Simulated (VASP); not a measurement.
# TiAl3 (Pm-3m) in VASP: settings compared

Aim: see how the results for TiAl3 move with the level of theory and the settings. Levels: LDA, r2SCAN. Tasks: single point.

Program: VASP 6.6.1. These are calculated values, not measurements. Logs are shortened: lines on timing, memory, paths and dates and some standing lists are left out, and cuts for length are marked.

## Step 1: The cell of the first run

It takes space group Pm-3m (No. 221, cubic). Conventional cell: a = 4.033 Å, b = 4.033 Å, c = 4.033 Å, α = 90.00°, β = 90.00°, γ = 90.00°. Ti (site symmetry m-3m) has 12 Al at 2.85 Å within 3.8 Å. Within 3.8 Å of Al (site symmetry 4/mmm) lie 4 Ti at 2.85 Å and 8 Al at 2.85 Å.

## Step 2: Single point, LDA

INCAR reads:

```
PREC = Accurate
ENCUT = 520
EDIFF = 1E-7
ISMEAR = -1
SIGMA = 0.05
LREAL = False
LASPH = True
NELM = 80
ALGO = Fast
ISIF = 2
LWAVE = False
LCHARG = False
GGA = CA
NBANDS = 18
```

KPOINTS reads:

```
regular mesh
0
Gamma
  7 7 7
```

POSCAR reads:

```
TiAl3
1.0
    4.0332531278      0.0000000000      0.0000000000
    0.0000000000      4.0332531278      0.0000000000
    0.0000000000      0.0000000000      4.0332531278
Ti Al
1 3
Direct
    0.0000000000      0.0000000000      0.0000000000
    0.0000000000      0.5000000000      0.5000000000
    0.5000000000      0.0000000000      0.5000000000
    0.5000000000      0.5000000000      0.0000000000
```

Potentials or basis: VASP PAW LDA potentials, release 64 (Ti_sv, Al).

On the command line:

```
$ cat potpaw_LDA.64/Ti_sv/POTCAR potpaw_LDA.64/Al/POTCAR > POTCAR
$ mpirun -np 1 vasp_std > vasp.out
```

OUTCAR:

```text
PREC = Accurate
   ENCUT = 520
   EDIFF = 1E-7
   ISMEAR = -1
   LREAL = False
   LASPH = True
   NELM = 80
   ISIF = 2
   GGA = CA

 ion  position               nearest neighbor table
   1  0.000  0.000  0.000-   2 2.85   3 2.85   4 2.85   2 2.85   3 2.85   2 2.85   4 2.85   2 2.85
                             3 2.85   4 2.85   3 2.85   4 2.85
   2  0.000  0.500  0.500-   1 2.85   3 2.85   4 2.85   1 2.85   4 2.85   1 2.85   3 2.85   1 2.85
                             3 2.85   4 2.85   4 2.85   3 2.85
   3  0.500  0.000  0.500-   1 2.85   2 2.85   4 2.85   1 2.85   4 2.85   2 2.85   4 2.85   4 2.85
                             1 2.85   2 2.85   1 2.85   2 2.85
   4  0.500  0.500  0.000-   1 2.85   2 2.85   3 2.85   2 2.85   3 2.85   1 2.85   3 2.85   3 2.85
                             1 2.85   2 2.85   2 2.85   1 2.85

  LATTYP: Found a simple cubic cell.
 ALAT       =     4.0332531278

  Lattice vectors:

 A1 = (   4.0332531278,   0.0000000000,   0.0000000000)
 A2 = (   0.0000000000,   4.0332531278,   0.0000000000)
 A3 = (   0.0000000000,   0.0000000000,   4.0332531278)

Analysis of symmetry for initial positions (statically):
=====================================================================
 Subroutine PRICEL returns:
 Original cell was already a primitive cell.

 Routine SETGRP: Setting up the symmetry group for a
 simple cubic supercell.

 Subroutine GETGRP returns: Found 48 space group operations
 (whereof 48 operations were pure point group operations)
 out of a pool of 48 trial point group operations.

The static configuration has the point symmetry O_h .

Analysis of symmetry for dynamics (positions and initial velocities):
=====================================================================
 Subroutine PRICEL returns:
 Original cell was already a primitive cell.

 Routine SETGRP: Setting up the symmetry group for a
 simple cubic supercell.

 Subroutine GETGRP returns: Found 48 space group operations
 (whereof 48 operations were pure point group operations)
 out of a pool of 48 trial point group operations.

The dynamic configuration has the point symmetry O_h .

 Subroutine INISYM returns: Found 48 space group operations
 (whereof 48 operations are pure point group operations),
 and found     1 'primitive' translations

----------------------------------------------------------------------------------------

[... 91 lines left out ...]
   EDIFF  = 0.1E-06   stopping-criterion for ELM
   LREAL  =      F    real-space projection
   EDIFFG = 0.1E-05   stopping-criterion for IOM
   NSW    =      0    number of steps for IOM
   IBRION =     -1    ionic relax: 0-MD 1-quasi-New 2-CG
   NFREE  =      0    steps in history (QN), initial steepest desc. (CG)
   ISIF   =      2    stress and relaxation
   ISYM   =      2    0-nonsym 1-usesym 2-fastsym
   POTIM  = 0.5000    time-step for ionic-motion
   TEBEG  =    0.0;   TEEND  =   0.0 temperature during run
   PSTRESS=    0.0 pullay stress
   NELECT =      21.0000    total number of electrons
   NUPDOWN=      -1.0000    fix difference up-down
   EMIN   =  10.00;   EMAX   =-10.00  energy-range for DOS
   EFERMI =   0.00;   METHOD = LEGACY
   ISMEAR =    -1;   SIGMA  =   0.05  broadening in eV -4-tet -1-fermi 0-gaus
   EFERMI_NEDOS =   21; number of points for ismear=-14 and -15
   IALGO  =     68    algorithm
   IMIX   =      4    mixing-type and parameters
     AMIX     =   0.40;   BMIX     =  1.00
     AMIX_MAG =   1.60;   BMIX_MAG =  1.00
  volume/ion in A,a.u.               =      16.40       110.69
  Fermi-wavevector in a.u.,A,eV,Ry     =   1.119848  2.116206 17.062519  1.254060
  Thomas-Fermi vector in A             =   2.256490
   LORBIT       =      0    0 simple, 1 ext, 2 COOP (PROOUT), +10 PAW based schemes
   GGA     = CA    functional components
   LHFCALC =     F    Hartree Fock is set to
   AEXX    =    0.0000 exact exchange contribution
   IVDW    =     0    specifies the selected vdW correction
   LEPSILON=     F    determine dielectric tensor
   LRPA    =     F    only Hartree local field effects (RPA)
 non-spin polarized calculation
 RMM-DIIS sequential band-by-band and
  energy-cutoff  :      520.00
  volume of cell :       65.61
 maximum number of plane-waves:      1791
 NGX is ok and might be reduce to    30
   NGX = 15   NGY = 15   NGZ = 15

 number of electron      20.9999997 magnetization

 Free energy of the ion-electron system (eV)
  ---------------------------------------------------
  ext. energy  EPLUGINS =         0.00000000
  ---------------------------------------------------
  free energy    TOTEN  =       -22.54260124 eV

  energy without entropy =      -22.51710956  energy(sigma->0) =      -22.52985540

 E-fermi :   8.3344     XC(G=0): -10.7880

 val. band max:        8.2319117880   @ k =   0.1429   0.1429   0.0000
 cond. band min:       8.3923188639   @ k =   0.4286   0.2857   0.1429
 fundamental gap:      0.1604070759
 Fermi energy:         8.3344080695

 k-point     1 :       0.0000    0.0000    0.0000
  band No.  band energies     occupation
      1     -48.1035      2.00000
      2     -24.7794      2.00000
      3     -24.7794      2.00000
      4     -24.7794      2.00000
      5      -2.1665      2.00000
      6       5.2798      2.00000
[... 397 lines left out ...]
      5       2.2261      2.00000
      6       3.2315      2.00000
[... 10 lines left out ...]
     17      10.9247      0.00000
     18      17.7367      0.00000

------------------------ aborting loop because EDIFF is reached ----------------------------------------

  FORCE on cell =-STRESS in cart. coord.  units (eV):
  Direction    XX          YY          ZZ          XY          YZ          ZX
  --------------------------------------------------------------------------------------
  -------------------------------------------------------------------------------------
  Total       -3.6179132     -3.6179132     -3.6179132     -0.0000000     -0.0000000      0.0000000
  in kB      -88.3491323    -88.3491323    -88.3491323     -0.0000000     -0.0000000      0.0000000
  external PRESSURE =     -88.3491323 kB  Pullay stress =       0.0000000 kB

 VOLUME and BASIS-vectors are now :
 -----------------------------------------------------------------------------
  energy-cutoff  :      520.00
  volume of cell :       65.61
      direct lattice vectors                 reciprocal lattice vectors
     4.033253128  0.000000000  0.000000000     0.247938815  0.000000000  0.000000000
     0.000000000  4.033253128  0.000000000     0.000000000  0.247938815  0.000000000
     0.000000000  0.000000000  4.033253128     0.000000000  0.000000000  0.247938815

 POSITION                                       TOTAL-FORCE (eV/Angst)
 -----------------------------------------------------------------------------------
      0.00000      0.00000      0.00000         0.000000      0.000000      0.000000
      0.00000      2.01663      2.01663         0.000000      0.000000      0.000000
      2.01663      0.00000      2.01663         0.000000      0.000000      0.000000
      2.01663      2.01663      0.00000         0.000000      0.000000      0.000000
 -----------------------------------------------------------------------------------
    total drift:                                0.000000     -0.000000     -0.000000

  FREE ENERGIE OF THE ION-ELECTRON SYSTEM (eV)
  ---------------------------------------------------
  free  energy   TOTEN  =       -22.5426012377 eV

  energy  without entropy=      -22.5171095646  energy(sigma->0) =      -22.52985540
```

stdout:

```text
POSCAR found type information on POSCAR TiAl
 POSCAR found :  2 types and       4 ions
 scaLAPACK will be used
 LDA part: xc-table for (Slater(with rela. corr.)+CA(PZ))
 , standard interpolation
 POSCAR, INCAR and KPOINTS ok, starting setup
 FFT: planning ... GRIDC
 FFT: planning ... GRID_SOFT
 FFT: planning ... GRID
 WAVECAR not read
 entering main loop
WARNING in EDDRMM: call to ZHEGV failed, returncode =   6  3      7
 num prob RMM:  23    -0.225426038600E+02   -0.21393E-05   -0.29551E-05   966   0.149E-02    0.558E-02
 num prob WARNING in EDDRMM: call to ZHEGV failed, returncode =   6  3     17
WARNING in EDDRMM: call to ZHEGV failed, returncode =   6  3      7
WARNING in EDDRMM: call to ZHEGV failed, returncode =   8  4     17
 num prob  num prob RMM:  31    -0.225426012377E+02   -0.52245E-07   -0.81123E-07   756   0.478E-03
```

Run time: 42 s. Hardware: 1 thread of Intel Xeon 6975P-C, shared host; peak memory 0.16 GiB.

Results:

- Free energy: -22.5426 eV
- Pressure: -8.8 GPa

Levels at points of the mesh, in eV from the Fermi level:
```
           k point  band 7  band 8  band 9  band 10  band 11  band 12  band 13  band 14
(0.00, 0.00, 0.00)   -3.05   -2.14   -2.14    -2.14     0.09     0.09     0.09     0.74
```

## Step 3: Single point, r2SCAN

This run uses another cell than the first one, of 14.55 Å³/atom, 0.887 times its volume.

POSCAR reads:

```
TiAl3
1.0
    3.8749206071      0.0000000000      0.0000000000
    0.0000000000      3.8749206071      0.0000000000
    0.0000000000      0.0000000000      3.8749206071
Ti Al
1 3
Direct
    0.0000000000      0.0000000000      0.0000000000
    0.0000000000      0.5000000000      0.5000000000
    0.5000000000      0.0000000000      0.5000000000
    0.5000000000      0.5000000000      0.0000000000
```

INCAR.step1 reads:

```
SYSTEM = TiAl3
PREC = Accurate
ENCUT = 520
ISMEAR = -1
SIGMA = 0.05
LREAL = .False.
LASPH = .True.
NELM = 100
NBANDS = 18
GGA = PE
ALGO = Normal
EDIFF = 1E-4
LWAVE = .True.
LCHARG = .False.
```

INCAR.step2 reads:

```
SYSTEM = TiAl3
PREC = Accurate
ENCUT = 520
EDIFF = 1E-6
ISMEAR = -1
SIGMA = 0.05
LREAL = .False.
LASPH = .True.
NELM = 100
ALGO = Normal
ISIF = 2
LWAVE = .False.
LCHARG = .True.
METAGGA = R2SCAN
LMIXTAU = .True.
LELF = .True.
LVHAR = .True.
NBANDS = 18
ISTART = 1
```

KPOINTS reads:

```
Automatic mesh
0
Gamma
  7 7 7
  0 0 0
```

Potentials or basis: VASP PAW PBE potentials, release 64 (Ti_sv, Al).

On the command line:

```
$ cat potpaw_PBE.64/Ti_sv/POTCAR potpaw_PBE.64/Al/POTCAR > POTCAR
$ cp INCAR.step1 INCAR
$ mpirun -np 1 vasp_std > vasp.out
$ cp INCAR.step2 INCAR
$ mpirun -np 1 vasp_std > vasp.out
```

Run time: 72 s. Hardware: 1 thread of Intel Xeon 6975P-C, shared host; peak memory 0.17 GiB.

Results (log left out):

- Free energy: -34.7421 eV
- Pressure: 8.0 GPa

Levels at points of the mesh, in eV from the Fermi level:
```
           k point  band 6  band 7  band 8  band 9  band 10  band 11  band 12  band 13  band 14  band 15
(0.00, 0.00, 0.00)   -3.42   -3.42   -2.51   -2.51    -2.51     0.05     0.05     0.05     0.53     4.97
```

Caveat: the PAW data sets were made with another functional, which shifts forces and pressure a little.

## Step 4: Single point, r2SCAN

This run uses another cell than the first one, of 14.85 Å³/atom, 0.906 times its volume.

POSCAR reads:

```
TiAl3
1.0
    3.9022096795      0.0000000000      0.0000000000
    0.0000000000      3.9022096795      0.0000000000
    0.0000000000      0.0000000000      3.9022096795
Ti Al
1 3
Direct
    0.0000000000      0.0000000000      0.0000000000
    0.0000000000      0.5000000000      0.5000000000
    0.5000000000      0.0000000000      0.5000000000
    0.5000000000      0.5000000000      0.0000000000
```

INCAR.step1 reads:

```
ALGO     = Normal         # electronic algorithm
EDIFF    = 1E-4           # SCF threshold, eV
ENCUT    = 520            # plane-wave cutoff, eV
GGA      = PE             # functional
ISMEAR   = -1             # smearing method
LASPH    = T              # aspherical terms in the spheres
LCHARG   = F              # write CHGCAR
LREAL    = F              # projectors in reciprocal space
LWAVE    = T              # write WAVECAR
NBANDS   = 18             # bands
NELM     = 100            # most SCF steps
PREC     = Accurate       # precision mode
SIGMA    = 0.05           # smearing width, eV
```

INCAR.step2 reads:

```
ALGO     = Normal         # electronic algorithm
EDIFF    = 1E-6           # SCF threshold, eV
ENCUT    = 520            # plane-wave cutoff, eV
ISIF     = 2              # what is computed and relaxed
ISMEAR   = -1             # smearing method
ISTART   = 1            
LASPH    = T              # aspherical terms in the spheres
LCHARG   = F              # write CHGCAR
LMIXTAU  = T            
LREAL    = F              # projectors in reciprocal space
LWAVE    = F              # write WAVECAR
METAGGA  = R2SCAN         # meta-GGA
NBANDS   = 18             # bands
NELM     = 100            # most SCF steps
PREC     = Accurate       # precision mode
SIGMA    = 0.05           # smearing width, eV
```

KPOINTS reads:

```
k-points
0
Gamma
  7 7 7
```

On the command line:

```
$ cat potpaw_PBE.64/Ti_sv/POTCAR potpaw_PBE.64/Al/POTCAR > POTCAR
$ cp INCAR.step1 INCAR
$ mpirun -np 1 vasp_std > vasp.out
$ cp INCAR.step2 INCAR
$ mpirun -np 1 vasp_std > vasp.out
```

Wall time 65 s (1 thread of Intel Xeon 6975P-C, shared host); peak memory 0.18 GiB.

The run converged. Its results:

| Item | Value |
| --- | --- |
| Free energy | -34.7927 eV |
| Pressure | 5.1 GPa |

Levels at points of the mesh, in eV from the Fermi level:
```tsv
k point	band 7	band 8	band 9	band 10	band 11	band 12	band 13	band 14
(0.00, 0.00, 0.00)	-3.37	-2.49	-2.49	-2.49	0.06	0.06	0.06	0.55
```

Caveat: the PAW data sets were made with another functional, which shifts forces and pressure a little.

(Continued in part 2 of 2.)
